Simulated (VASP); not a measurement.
AsHF: single point with PBE

Crystal: AsHF.

```
CELL_PARAMETERS angstrom
4.58203 0.00000 0.00000
0.00000 4.58203 0.00000
0.00000 0.00000 2.09273
ATOMIC_POSITIONS crystal
H 0.00000 0.00000 0.00000
As 0.50000 0.50000 0.50000
F 0.00000 0.00000 0.50000
```

The cell was built from a structure type or drawn by symmetry, and may not be a known phase.

```yaml
Program: VASP 6.6.1
Task: single point
Functional: PBE
Potentials_or_basis: VASP PAW PBE potentials, release 64 (H, As, F)
Cutoff: 600 eV
k_mesh: 4 × 4 × 8
Occupations: gaussian, width 0.1 eV
Spin: no spin polarisation
```

The pressure is 23.4 GPa and the band gap on the k mesh is zero (an odd number of electrons rules out a gap without spin polarisation).

Stress tensor (GPa, compression positive):
```
 4.18  0.00  0.00
 0.00  4.18  0.00
 0.00  0.00 61.79
```

Levels at points of the mesh, in eV from the Fermi level:
```
           k point  band 5  band 6  band 7  band 8  band 9  band 10
(0.00, 0.00, 0.00)   -5.06   -2.11   -2.11    4.11    5.12     9.11
(0.50, 0.00, 0.00)   -5.06   -3.23   -2.33    5.59    8.31     8.63
(0.50, 0.50, 0.00)   -5.06   -2.55   -2.55    5.81   10.10    10.22
(0.00, 0.00, 0.50)   -4.78   -4.17    4.68    4.68    8.68     8.68
(0.50, 0.00, 0.50)   -4.77   -3.79    3.89    4.62    7.59     9.07
(0.50, 0.50, 0.50)   -4.82   -4.01    4.15    4.15    7.35     7.35
```

Run time: 9.2 s on 1 thread of Intel(R) Xeon(R) Platinum 8559C (Emerald Rapids) (shared host), peak memory 0.19 GiB.

Caveat: the k points lie up to 0.38 Å⁻¹ apart, too coarse for converged energies and pressures of a metal; an odd number of electrons without spin polarisation forces a metal; a magnetic or distorted state may lie lower.
